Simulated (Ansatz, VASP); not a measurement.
# Two plane-wave programs on CdS

```xyz
4
Lattice="4.1688 0.0000 0.0000 -2.0844 3.6103 0.0000 0.0000 0.0000 6.7796" Properties=species:S:1:pos:R:3 pbc="T T T"
Cd    2.0844    1.2034    3.3913
Cd    0.0000    2.4069    0.0015
S     2.0844    1.2034    5.9442
S     0.0000    2.4069    2.5544
```

Alike in both runs: task single point; functional r2SCAN; k mesh 6 × 6 × 4; occupations gaussian, width 0.1 eV; no spin polarisation.

|  | VASP | Ansatz |
| --- | --- | --- |
| version | VASP 6.6.1 | Ansatz 0.2.0 |
| potentials or method | VASP PAW PBE potentials, release 64 (Cd, S), cutoff 520 eV | scalar-relativistic, plane waves, PAW |
| valence electrons in the cell | 36 | 52 |

|  | VASP | Ansatz | Ansatz less VASP |
| --- | --- | --- | --- |
| gap on the k mesh at the Fermi level (eV) | 1.61 | 1.62 | +0.002 |
| least direct gap on the mesh (eV) | 1.61 | 1.62 | +0.002 |
| pressure (GPa) | 0.0 | -0.2 | -0.27 |
| rms of the force components (eV/Å) | 0.003 | 0.003 | +0.0002 |

VASP's potentials were made for PBE, not for r2SCAN. Atom by atom the forces differ by 0.000 eV/Å (rms over components). With one functional, cell and mesh, what is left measures potentials, basis and numerics. VASP's potentials hold 36 valence electrons a cell and Ansatz's 52, so a difference there can come from the potentials and not from the codes.
